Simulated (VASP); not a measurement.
# HgTe (I4/mmm) in VASP: a series of runs

Runs on HgTe. Level: LDA. Tasks: single point.

Program: VASP 6.6.1. These are calculated values, not measurements. Logs are shortened: lines on timing, memory, paths and dates and some standing lists are left out, and cuts for length are marked.

## Step 1: The cell of the first run

It takes space group I4/mmm (No. 139, tetragonal). Conventional cell: a = 4.214 Å, b = 4.214 Å, c = 5.843 Å, α = 90.00°, β = 90.00°, γ = 90.00°. Hg (site symmetry 4/mmm) has 6 Te at 2.92 to 2.98 Å within 3.8 Å. Within 3.8 Å of Te (site symmetry 4/mmm) lie 6 Hg at 2.92 to 2.98 Å.

## Step 2: Single point, LDA (equal xx and yy strain of +2 %)

Input file INCAR:

```
SYSTEM = HgTe
PREC     = Accurate       ! precision mode
ENCUT    = 520            ! plane-wave cutoff, eV
EDIFF    = 1E-6           ! SCF threshold, eV
ISMEAR   = -1             ! smearing method
SIGMA    = 0.08           ! smearing width, eV
LREAL    = .False.        ! projectors in reciprocal space
LASPH    = .True.         ! aspherical terms in the spheres
NELM     = 60             ! most SCF steps
ALGO     = Normal         ! electronic algorithm
ISIF     = 2              ! what is computed and relaxed
LWAVE    = .False.        ! write WAVECAR
LCHARG   = .False.        ! write CHGCAR
NBANDS   = 16             ! bands
```

Input file KPOINTS:

```
Automatic mesh
0
Gamma
  10 10 10
  0 0 0
```

Input file POSCAR:

```
HgTe
1.0
    0.0000000000      2.9799300000      2.9215000000
    2.9799300000      0.0000000000      2.9215000000
    2.9799300000      2.9799300000      0.0000000000
Hg Te
1 1
Direct
    0.0000000000      0.0000000000      0.0000000000
    0.5000000000      0.5000000000      0.5000000000
```

Potentials or basis: VASP PAW LDA potentials, release 64 (Hg, Te).

Command:

```sh
> cat potpaw_LDA.64/Hg/POTCAR potpaw_LDA.64/Te/POTCAR > POTCAR
> mpirun -np 1 vasp_std > vasp.out
```

OUTCAR:

```text
SYSTEM = HgTe
   PREC = Accurate
   ENCUT = 520
   EDIFF = 1E-6
   ISMEAR = -1
   LREAL = .False.
   LASPH = .True.
   NELM = 60
   ISIF = 2

 ion  position               nearest neighbor table
   1  0.000  0.000  0.000-   2 2.92   2 2.92   2 2.98   2 2.98   2 2.98   2 2.98
   2  0.500  0.500  0.500-   1 2.92   1 2.92   1 2.98   1 2.98   1 2.98   1 2.98

  LATTYP: Found a body centered tetragonal cell.
 ALAT       =     4.2142574209
 C/A-ratio  =     1.3864838847

  Lattice vectors:

 A1 = (   0.0000000000,  -2.9799300000,  -2.9215000000)
 A2 = (   0.0000000000,   2.9799300000,  -2.9215000000)
 A3 = (   2.9799300000,   0.0000000000,   2.9215000000)

Analysis of symmetry for initial positions (statically):
=====================================================================
 Subroutine PRICEL returns:
 Original cell was already a primitive cell.

 Routine SETGRP: Setting up the symmetry group for a
 body centered tetragonal supercell.

 Subroutine GETGRP returns: Found 16 space group operations
 (whereof 16 operations were pure point group operations)
 out of a pool of 16 trial point group operations.

The static configuration has the point symmetry D_4h.

Analysis of symmetry for dynamics (positions and initial velocities):
=====================================================================
 Subroutine PRICEL returns:
 Original cell was already a primitive cell.

 Routine SETGRP: Setting up the symmetry group for a
 body centered tetragonal supercell.

 Subroutine GETGRP returns: Found 16 space group operations
 (whereof 16 operations were pure point group operations)
 out of a pool of 16 trial point group operations.

The dynamic configuration has the point symmetry D_4h.

 Subroutine INISYM returns: Found 16 space group operations
 (whereof 16 operations are pure point group operations),
 and found     1 'primitive' translations

----------------------------------------------------------------------------------------

                                     Primitive cell

  volume of cell :      51.8857

  direct lattice vectors                    reciprocal lattice vectors
     0.000000000  2.979930000  2.921500000    -0.167789176  0.167789176  0.171144960
     2.979930000  0.000000000  2.921500000     0.167789176 -0.167789176  0.171144960
     2.979930000  2.979930000  0.000000000     0.167789176  0.167789176 -0.171144960

  length of vectors
     4.173145703  4.173145703  4.214257421     0.292569671  0.292569671  0.292569671

  position of ions in fractional coordinates (direct lattice)
     0.000000000  0.000000000  0.000000000
     0.500000000  0.500000000  0.500000000

  ion indices of the primitive-cell ions
   primitive index   ion index
                 1           1
                 2           2

----------------------------------------------------------------------------------------

 KPOINTS: Automatic mesh

Automatic generation of k-mesh.
 Grid dimensions read from file:
 generate k-points for:   10   10   10

 Generating k-lattice:

  Cartesian coordinates                     Fractional coordinates (reciprocal lattice)
    -0.016778918  0.016778918  0.017114496     0.100000000  0.000000000  0.000000000
     0.016778918 -0.016778918  0.017114496     0.000000000  0.100000000  0.000000000
     0.016778918  0.016778918 -0.017114496     0.000000000  0.000000000  0.100000000

  Length of vectors
     0.029256967  0.029256967  0.029256967

  Shift w.r.t. Gamma in fractional coordinates (k-lattice)
     0.000000000  0.000000000  0.000000000

 Subroutine IBZKPT returns following result:
 ===========================================

 Found    102 irreducible k-points:

 Following reciprocal coordinates:
            Coordinates               Weight
  0.000000  0.000000  0.000000      1.000000
  0.100000  0.000000  0.000000      8.000000
  0.200000  0.000000  0.000000      8.000000
  0.300000  0.000000  0.000000      8.000000
  0.400000  0.000000  0.000000      8.000000
  0.500000  0.000000  0.000000      4.000000
[... 16 lines left out ...]
  0.300000  0.300000  0.000000      2.000000
  0.400000  0.300000  0.000000      8.000000
 [... further k-points ...]
   k-points           NKPTS =    102   k-points in BZ     NKDIM =    102   number of bands    NBANDS=     16
   number of dos      NEDOS =    301   number of ions     NIONS =      2
   total plane-waves  NPLWV =  32768
   dimension x,y,z NGX =    32 NGY =   32 NGZ =   32
   dimension x,y,z NGXF=    64 NGYF=   64 NGZF=   64
   ions per type =               1   1
   NGX,Y,Z   is equivalent  to a cutoff of  12.75, 12.75, 12.62 a.u.
   NGXF,Y,Z  is equivalent  to a cutoff of  25.50, 25.50, 25.25 a.u.
 SYSTEM =  HgTe
   PREC   = accura    normal or accurate (medium, high low for compatibility)
   ISTART =      0    job   : 0-new  1-cont  2-samecut
   ICHARG =      2    charge: 1-file 2-atom 10-const
   ISPIN  =      1    spin polarized calculation?
   LNONCOLLINEAR =      F non collinear calculations
   LSORBIT =      F    spin-orbit coupling
   LASPH  =      T    aspherical Exc in radial PAW
   ENCUT  =  520.0 eV  38.22 Ry    6.18 a.u.   7.76  7.76  7.84*2*pi/ulx,y,z
   NELM   =     60;   NELMIN=  2; NELMDL= -5     # of ELM steps
   EDIFF  = 0.1E-05   stopping-criterion for ELM
   LREAL  =      F    real-space projection
   EDIFFG = 0.1E-04   stopping-criterion for IOM
   NSW    =      0    number of steps for IOM
   IBRION =     -1    ionic relax: 0-MD 1-quasi-New 2-CG
   NFREE  =      0    steps in history (QN), initial steepest desc. (CG)
   ISIF   =      2    stress and relaxation
   ISYM   =      2    0-nonsym 1-usesym 2-fastsym
   POTIM  = 0.5000    time-step for ionic-motion
   TEBEG  =    0.0;   TEEND  =   0.0 temperature during run
   PSTRESS=    0.0 pullay stress
   NELECT =      18.0000    total number of electrons
   NUPDOWN=      -1.0000    fix difference up-down
   EMIN   =  10.00;   EMAX   =-10.00  energy-range for DOS
   EFERMI =   0.00;   METHOD = LEGACY
   ISMEAR =    -1;   SIGMA  =   0.08  broadening in eV -4-tet -1-fermi 0-gaus
   EFERMI_NEDOS =   21; number of points for ismear=-14 and -15
   IALGO  =     38    algorithm
   IMIX   =      4    mixing-type and parameters
     AMIX     =   0.40;   BMIX     =  1.00
     AMIX_MAG =   1.60;   BMIX_MAG =  1.00
  volume/ion in A,a.u.               =      25.94       175.07
  Fermi-wavevector in a.u.,A,eV,Ry     =   1.150314  2.173778 18.003526  1.323222
  Thomas-Fermi vector in A             =   2.286978
   LORBIT       =      0    0 simple, 1 ext, 2 COOP (PROOUT), +10 PAW based schemes
   GGA     = CA    functional components
   LHFCALC =     F    Hartree Fock is set to
   AEXX    =    0.0000 exact exchange contribution
   IVDW    =     0    specifies the selected vdW correction
   LEPSILON=     F    determine dielectric tensor
   LRPA    =     F    only Hartree local field effects (RPA)
 non-spin polarized calculation
  energy-cutoff  :      520.00
  volume of cell :       51.89
 maximum number of plane-waves:      1419
   NGX = 15   NGY = 15   NGZ = 15

 number of electron      17.9999998 magnetization

 Free energy of the ion-electron system (eV)
  ---------------------------------------------------
  ext. energy  EPLUGINS =         0.00000000
  ---------------------------------------------------
  free energy    TOTEN  =        -4.92930826 eV

  energy without entropy =       -4.91491920  energy(sigma->0) =       -4.92211373

 E-fermi :   5.2648     XC(G=0): -10.5608

 val. band max:        5.2115119454   @ k =   0.5000   0.0000   0.1000
 cond. band min:       5.2911014018   @ k =  -0.3000   0.2000   0.0000
 fundamental gap:      0.0795894565
 Fermi energy:         5.2647721933

 k-point     1 :       0.0000    0.0000    0.0000
  band No.  band energies     occupation
      1      -7.4626      2.00000
      2      -1.8137      2.00000
      3      -1.7783      2.00000
      4      -1.7467      2.00000
      5      -1.7467      2.00000
      6      -1.6942      2.00000
[... 8 lines left out ...]
     15      13.0049      0.00000
     16      13.2106      0.00000

 k-point     2 :       0.1000    0.0000    0.0000
  band No.  band energies     occupation
      1      -7.3607      2.00000
      2      -1.8576      2.00000
      3      -1.8196      2.00000
      4      -1.7552      2.00000
      5      -1.7284      2.00000
      6      -1.6871      2.00000
[... 8 lines left out ...]
     15      13.3310      0.00000
     16      13.4278      0.00000

 k-point     3 :       0.2000    0.0000    0.0000
  band No.  band energies     occupation
      1      -7.0674      2.00000
      2      -1.9760      2.00000
      3      -1.9308      2.00000
      4      -1.8102      2.00000
      5      -1.6719      2.00000
      6      -1.6457      2.00000
[... 8 lines left out ...]
     15      13.8546      0.00000
     16      13.8553      0.00000

 k-point     4 :       0.3000    0.0000    0.0000
  band No.  band energies     occupation
      1      -6.6301      2.00000
      2      -2.1179      2.00000
      3      -2.0616      2.00000
      4      -1.9647      2.00000
      5      -1.5994      2.00000
      6      -1.5838      2.00000
[... 8 lines left out ...]
     15      14.6178      0.00000
     16      14.6700      0.00000
[... 324 lines left out ...]
 k-point    22 :      -0.2000    0.2000    0.0000
  band No.  band energies     occupation
      1      -6.5680      2.00000
      2      -2.1316      2.00000
      3      -2.1012      2.00000
      4      -1.8159      2.00000
      5      -1.6293      2.00000
      6      -1.5141      2.00000
[... 8 lines left out ...]
     15      15.3211      0.00000
     16      16.7212      0.00000

 k-point    23 :       0.3000    0.3000    0.0000
  band No.  band energies     occupation
      1      -6.5164      2.00000
      2      -2.1872      2.00000
      3      -1.8215      2.00000
      4      -1.6910      2.00000
      5      -1.5854      2.00000
      6      -1.5854      2.00000
[... 8 lines left out ...]
     15      16.8015      0.00000
     16      17.5653      0.00000

 k-point    24 :       0.4000    0.3000    0.0000
  band No.  band energies     occupation
      1      -6.3131      2.00000
      2      -1.9832      2.00000
      3      -1.8450      2.00000
      4      -1.7438      2.00000
      5      -1.5155      2.00000
      6      -1.5071      2.00000
[... 8 lines left out ...]
     15      17.4156      0.00000
     16      17.5787      0.00000

 [... further k-points ...]
[... 5 lines left out ...]
  --------------------------------------------------------------------------------------
  -------------------------------------------------------------------------------------
  Total        0.1866316      0.1866316      0.8757490      0.0000000      0.0000000      0.0000000
  in kB        5.7629893      5.7629893     27.0422128      0.0000000      0.0000000      0.0000000
  external PRESSURE =      12.8560638 kB  Pullay stress =       0.0000000 kB

 VOLUME and BASIS-vectors are now :
 -----------------------------------------------------------------------------
  energy-cutoff  :      520.00
  volume of cell :       51.89
      direct lattice vectors                 reciprocal lattice vectors
     0.000000000  2.979930000  2.921500000    -0.167789176  0.167789176  0.171144960
     2.979930000  0.000000000  2.921500000     0.167789176 -0.167789176  0.171144960
     2.979930000  2.979930000  0.000000000     0.167789176  0.167789176 -0.171144960

 POSITION                                       TOTAL-FORCE (eV/Angst)
 -----------------------------------------------------------------------------------
      0.00000      0.00000      0.00000        -0.000000      0.000000     -0.000000
      2.97993      2.97993      2.92150         0.000000     -0.000000      0.000000
 -----------------------------------------------------------------------------------
    total drift:                                0.000000     -0.000000     -0.000000

  FREE ENERGIE OF THE ION-ELECTRON SYSTEM (eV)
  ---------------------------------------------------
  free  energy   TOTEN  =        -4.9293082638 eV

  energy  without entropy=       -4.9149191986  energy(sigma->0) =       -4.92211373
```

It took 22 s on 1 thread of Intel Xeon 6975P-C (Granite Rapids), shared host; peak memory 0.21 GiB.

What came out:

```
Free energy            : -4.9293 eV
Pressure               : 1.3 GPa
Band gap on the k mesh : zero (band 9 reaches 5.72 eV, above the bottom of band 10 at 2.58 eV)
```

Caveat: the cell differs from its parent crystal (equal xx and yy strain of +2 %); spin-orbit coupling is left out, which moves the levels of the heavy elements.

## Step 3: Single point, LDA (equal xx and yy strain of +3 %)

Input file INCAR:

```
PREC = Accurate ; ENCUT = 520
EDIFF = 1E-6 ; ISMEAR = -1
SIGMA = 0.08 ; LREAL = False
LASPH = True ; NELM = 60
ALGO = Normal ; ISIF = 2
LWAVE = False ; LCHARG = False
GGA = CA ; NBANDS = 16
```

Input file KPOINTS:

```
Automatic mesh
0
Gamma
  10 10 10
```

Input file POSCAR:

```
HgTe
1.0
    0.0000000000      3.0091450000      2.9215000000
    3.0091450000      0.0000000000      2.9215000000
    3.0091450000      3.0091450000      0.0000000000
Hg Te
1 1
Direct
    0.0000000000      0.0000000000      0.0000000000
    0.5000000000      0.5000000000      0.5000000000
```

Potentials or basis: VASP PAW LDA potentials, release 64 (Hg, Te).

Command:

```sh
> cat potpaw_LDA.64/Hg/POTCAR potpaw_LDA.64/Te/POTCAR > POTCAR
> mpirun -np 1 vasp_std > vasp.out
```

OUTCAR:

```text
PREC = Accurate
   ENCUT = 520
   EDIFF = 1E-6
   ISMEAR = -1
   LREAL = False
   LASPH = True
   NELM = 60
   ISIF = 2
   GGA = CA

 ion  position               nearest neighbor table
   1  0.000  0.000  0.000-   2 2.92   2 2.92   2 3.01   2 3.01   2 3.01   2 3.01
   2  0.500  0.500  0.500-   1 2.92   1 2.92   1 3.01   1 3.01   1 3.01   1 3.01

  LATTYP: Found a body centered tetragonal cell.
 ALAT       =     4.2555736701
 C/A-ratio  =     1.3730228761

  Lattice vectors:

 A1 = (   0.0000000000,  -3.0091450000,  -2.9215000000)
[... 625 lines left out ...]
      4      -1.8925      2.00000
      5      -1.6935      2.00000
      6      -1.6811      2.00000
[... 8 lines left out ...]
     15      17.0766      0.00000
     16      17.2803      0.00000

 [... further k-points ...]
[... 5 lines left out ...]
  --------------------------------------------------------------------------------------
  -------------------------------------------------------------------------------------
  Total       -0.3011062     -0.3011062      0.6241646      0.0000000      0.0000000      0.0000000
  in kB       -9.1181815     -9.1181815     18.9011219      0.0000000      0.0000000      0.0000000
  external PRESSURE =       0.2215863 kB  Pullay stress =       0.0000000 kB

 VOLUME and BASIS-vectors are now :
 -----------------------------------------------------------------------------
  energy-cutoff  :      520.00
  volume of cell :       52.91
      direct lattice vectors                 reciprocal lattice vectors
     0.000000000  3.009145000  2.921500000    -0.166160155  0.166160155  0.171144960
     3.009145000  0.000000000  2.921500000     0.166160155 -0.166160155  0.171144960
     3.009145000  3.009145000  0.000000000     0.166160155  0.166160155 -0.171144960

 POSITION                                       TOTAL-FORCE (eV/Angst)
 -----------------------------------------------------------------------------------
      0.00000      0.00000      0.00000         0.000000      0.000000     -0.000000
      3.00915      3.00915      2.92150        -0.000000     -0.000000      0.000000
 -----------------------------------------------------------------------------------
    total drift:                                0.000000     -0.000000     -0.000000

  FREE ENERGIE OF THE ION-ELECTRON SYSTEM (eV)
  ---------------------------------------------------
  free  energy   TOTEN  =        -4.9283775066 eV

  energy  without entropy=       -4.9124382409  energy(sigma->0) =       -4.92040787
```

OSZICAR:

```text
N       E                     dE             d eps       ncg     rms          rms(c)
DAV:   1     0.107413659383E+03    0.10741E+03   -0.84007E+03  3280   0.101E+03
DAV:   2    -0.162812988040E+01   -0.10904E+03   -0.10131E+03  3728   0.236E+02
DAV:   3    -0.512445793005E+01   -0.34963E+01   -0.34775E+01  4096   0.437E+01
DAV:   4    -0.514903014742E+01   -0.24572E-01   -0.24570E-01  4176   0.352E+00
DAV:   5    -0.514940571081E+01   -0.37556E-03   -0.37556E-03  4304   0.383E-01    0.855E+00
DAV:   6    -0.494045394766E+01    0.20895E+00   -0.41771E-01  4032   0.874E+00    0.653E+00
DAV:   7    -0.493083241654E+01    0.96215E-02   -0.67556E-02  3952   0.183E+00    0.223E+00
DAV:   8    -0.492863613083E+01    0.21963E-02   -0.66087E-03  3752   0.957E-01    0.490E-01
DAV:   9    -0.492837624635E+01    0.25988E-03   -0.41586E-04  4264   0.216E-01    0.585E-02
DAV:  10    -0.492837666435E+01   -0.41800E-06   -0.37192E-05  4056   0.515E-02    0.348E-02
DAV:  11    -0.492837750660E+01   -0.84225E-06   -0.36267E-06  4168   0.121E-02
   1 F= -.49283775E+01 E0= -.49204079E+01  d E =-.159393E-01
```

stdout:

```text
POSCAR found type information on POSCAR HgTe
 POSCAR found :  2 types and       2 ions
 scaLAPACK will be used
 LDA part: xc-table for (Slater(with rela. corr.)+CA(PZ))
 , standard interpolation
 POSCAR, INCAR and KPOINTS ok, starting setup
 FFT: planning ... GRIDC
 FFT: planning ... GRID_SOFT
 FFT: planning ... GRID
 WAVECAR not read
 entering main loop
```

Run time: 22 s. Hardware: 1 thread of Intel Xeon 6975P-C (Granite Rapids), shared host; peak memory 0.21 GiB.

Results:

```
Free energy            : -4.9284 eV
Pressure               : 0.0 GPa
Band gap on the k mesh : zero (band 9 reaches 5.49 eV, above the bottom of band 10 at 2.40 eV)
```

Levels at points of the mesh, in eV from the Fermi level:
| k point | band 6 | band 7 | band 8 | band 9 | band 10 | band 11 | band 12 | band 13 |
| --- | --- | --- | --- | --- | --- | --- | --- | --- |
| (0.00, 0.00, 0.00) | -6.86 | -0.94 | -0.74 | -0.72 | -0.72 | 7.61 | 7.61 | 7.66 |
| (0.50, 0.00, 0.00) | -6.70 | -5.80 | 0.28 | 0.47 | 2.47 | 3.70 | 3.97 | 4.04 |
| (0.50, 0.50, 0.00) | -5.86 | -4.75 | -3.03 | -2.62 | -2.62 | 4.63 | 9.39 | 9.39 |
| (0.50, 0.00, 0.50) | -5.92 | -4.73 | -2.82 | -2.66 | -2.35 | 4.79 | 9.08 | 9.95 |

Caveat: the cell differs from its parent crystal (equal xx and yy strain of +3 %); spin-orbit coupling is left out, which moves the levels of the heavy elements.
